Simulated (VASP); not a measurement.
A run of VASP 6.6.1 is set up as follows.

The input INCAR:

```
SYSTEM = Se
PREC = Accurate ; ENCUT = 500
EDIFF = 1E-6 ; ISMEAR = -1
SIGMA = 0.01 ; LREAL = .False.
LASPH = .True. ; NELM = 120
ALGO = Normal ; ISIF = 2
LWAVE = .False. ; LCHARG = .True.
GGA = PE ; LELF = .True.
LVHAR = .True. ; NBANDS = 16
GGA_COMPAT = .False.
```

Contents of KPOINTS:

```
Automatic mesh
0
Gamma
  1 1 1
  0 0 0
```

Contents of POSCAR:

```
Se
1.0
    4.3662000000      0.0000000000      0.0000000000
   -2.1831000000      3.7812400000      0.0000000000
    0.0000000000      0.0000000000      4.9536000000
Se
3
Direct
    0.2254000000      0.0000000000      0.3333333333
    0.0000000000      0.2254000000      0.6666666667
    0.7746000000      0.7746000000      0.0000000000
```

Potentials or basis: VASP PAW PBE potentials, release 64 (Se).

Command:

```bash
$ cat potpaw_PBE.64/Se/POTCAR > POTCAR
$ mpirun -np 1 vasp_gam > vasp.out
```

(1) What does it give for the largest force?

(2) What does it give for the pressure?

Results:

(1) 1.663 eV/Å.

(2) 12.8 GPa.

Caveat: the k points lie up to 1.66 Å⁻¹ apart, too coarse for converged energies, forces and pressures; forces of over 1 eV/Å act on the atoms, so gaps and moduli don't describe the material at rest.
